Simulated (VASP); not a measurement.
Set up this calculation in VASP 6.6.1, as the native input.

| Quantity | Value |
| --- | --- |
| Task | relaxation of cell and atoms |
| Functional | PBE |
| Potentials or basis | VASP PAW PBE potentials, release 64 (Be, As) |
| Cutoff | 600 eV |
| k mesh | 6 × 6 × 6 |
| Occupations | gaussian, width 0.1 eV |
| Spin | no spin polarisation |
| Dipole correction | no |
| Further INCAR settings | ALGO = Normal; EDIFF = 1e-07; IBRION = 2; EDIFFG = -0.04; NSW = 90; ISIF = 3 |

The structure of Be2As lies in POSCAR:

```
Be2As
1.0
    1.7775000000      1.0262401000      2.9245453200
   -1.7775000000      1.0262401000      2.9245453200
    0.0000000000     -2.0524802100      2.9245453200
Be As
2 1
Direct
    0.2487566200      0.2487566200      0.2487566200
    0.7512433800      0.7512433800      0.7512433800
    0.0000000000      0.0000000000      0.0000000000
```

These files were run (other wordings do the same):

INCAR

```
PREC = Accurate
ENCUT = 600
EDIFF = 1E-7
ISMEAR = 0
SIGMA = 0.1
LREAL = F
LASPH = T
NELM = 100
ALGO = Normal
ISIF = 3
LWAVE = F
LCHARG = F
GGA = PE
IBRION = 2
NSW = 90
EDIFFG = -0.04
```

KPOINTS

```
Automatic mesh
0
Gamma
  6 6 6
```

Potentials or basis: VASP PAW PBE potentials, release 64 (Be, As).

Run with:

```sh
$ cat potpaw_PBE.64/Be/POTCAR potpaw_PBE.64/As/POTCAR > POTCAR
$ mpirun -np 1 vasp_std > vasp.out
```

It gave:

| Property | Result |
| --- | --- |
| Relaxed volume | 13.27 Å³/atom |
| Relaxed cell | a = 4.116 Å, b = 4.116 Å, c = 4.116 Å, α = 51.82°, β = 51.82°, γ = 51.82° |
| Space group after relaxing (to 0.1 Å) | R-3m (No. 166) |
| Energy gained by relaxing | 294.8 meV/atom |
| Ionic steps | 32 |
| Pressure after relaxing | -0.2 GPa |
| Largest force after relaxing | 0.018 eV/Å |
| Band gap on the k mesh | zero (an odd number of electrons rules out a gap without spin polarisation) |

Caveat: the k points lie up to 0.35 Å⁻¹ apart in the final cell, too coarse for converged energies and pressures of a metal; the volume moved by over 15 % at a fixed basis, so the end points are rough.

Run time: 4.2 min on 1 thread of Oxide Virtual Turin-like Processor (shared host), peak memory 0.14 GiB.
